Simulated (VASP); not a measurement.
# V: single point with PBE

The system is V.

```
V
1.0
    -1.51435    1.51435    1.51435
     1.51435   -1.51435    1.51435
     1.51435    1.51435   -1.51435
V
1
Direct
  0.00000 0.00000 0.00000
```

* Program: VASP 6.6.1
* Task: single point
* Functional: PBE
* Potentials or basis: VASP PAW PBE potentials, release 64 (V_sv)
* Cutoff: 520 eV
* k mesh: 10 × 10 × 10
* Occupations: gaussian, width 0.05 eV
* Spin: collinear spin, ferromagnetic start
* Starting moments: [1.0] μB

```
Pressure                                              : -4.4 GPa
Net moment                                            : 0.00 μB per cell
Valence electrons inside the program's atomic spheres : V 11.59
```

Levels at points of the mesh, in eV from the Fermi level:
Spin up:
```
           k point  band 3  band 4  band 5  band 6  band 7  band 8  band 9  band 10
(0.00, 0.00, 0.00)  -37.15  -37.15   -6.51    0.38    0.38    0.38    2.30     2.30
(0.50, 0.00, 0.00)  -37.41  -37.16   -3.08   -1.09    1.54    2.30    2.64     3.91
(0.50, 0.50, 0.50)  -37.71  -37.71   -2.86   -2.86    3.54    3.54    3.54     9.93
```
Spin down:
```csv
k point,band 3,band 4,band 5,band 6,band 7,band 8,band 9,band 10
"(0.00, 0.00, 0.00)",-37.15,-37.15,-6.50,0.38,0.38,0.38,2.30,2.30
"(0.50, 0.00, 0.00)",-37.41,-37.16,-3.08,-1.09,1.55,2.30,2.64,3.91
"(0.50, 0.50, 0.50)",-37.71,-37.71,-2.86,-2.86,3.54,3.54,3.54,9.93
```

Wall time 8.6 s on 1 thread of AMD EPYC 9R45 96-Core Processor (Zen 5) (shared host), peak memory 0.11 GiB.
